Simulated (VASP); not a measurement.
Wanted: the native input for a VASP 6.6.1 run.

```
Task                   : single point
Functional             : PBE
Potentials or basis    : VASP PAW PBE potentials, release 64 (In_d, O)
Cutoff                 : 520 eV
k mesh                 : 12 × 12 × 2
Occupations            : gaussian, width 0.03 eV
Spin                   : no spin polarisation
Dipole correction      : no
Further INCAR settings : ALGO = Normal; EDIFF = 1e-06; NBANDS = 27
```

The structure of InO lies in POSCAR:

```
InO
1.0
    3.3672734563      0.0000000000      0.0000000000
   -1.6836367282      2.9161443546      0.0000000000
    0.0000000000      0.0000000000     16.2740275000
In O
2 2
Direct
    0.6666666667      0.3333333333      0.5900210000
    0.6666666667      0.3333333333      0.4099790000
    0.0000000000      0.0000000000      0.6398670000
    0.0000000000      0.0000000000      0.3601330000
```

This cell differs from its parent crystal: strain -0.025 along x and y, +0.025 along z.

One way to write it, as run:

INCAR

```
SYSTEM = InO
PREC = Accurate
ENCUT = 520
EDIFF = 1E-6
ISMEAR = 0
SIGMA = 0.03
LREAL = .False.
LASPH = .True.
NELM = 100
ALGO = Normal
ISIF = 2
LWAVE = .False.
LCHARG = .False.
GGA = PE
NBANDS = 27
```

KPOINTS

```
regular mesh
0
Gamma
  12 12 2
  0 0 0
```

Potentials or basis: VASP PAW PBE potentials, release 64 (In_d, O).

The run is started by

```console
$ cat potpaw_PBE.64/In_d/POTCAR potpaw_PBE.64/O/POTCAR > POTCAR
$ mpirun -np 1 vasp_std > vasp.out
```

It gave:

```json
{
  "Largest force": "0.620 eV/Å",
  "Band gap on the k mesh": "0.23 eV, indirect (least direct gap 1.24 eV)"
}
```

Caveat: the cell differs from its parent crystal (strain -0.025 along x and y, +0.025 along z); spin-orbit coupling is left out, which moves the levels of the heavy elements.

Run time: 2.1 min on 1 thread of Intel(R) Xeon(R) 6975P-C (Granite Rapids) (shared host), peak memory 0.37 GiB.
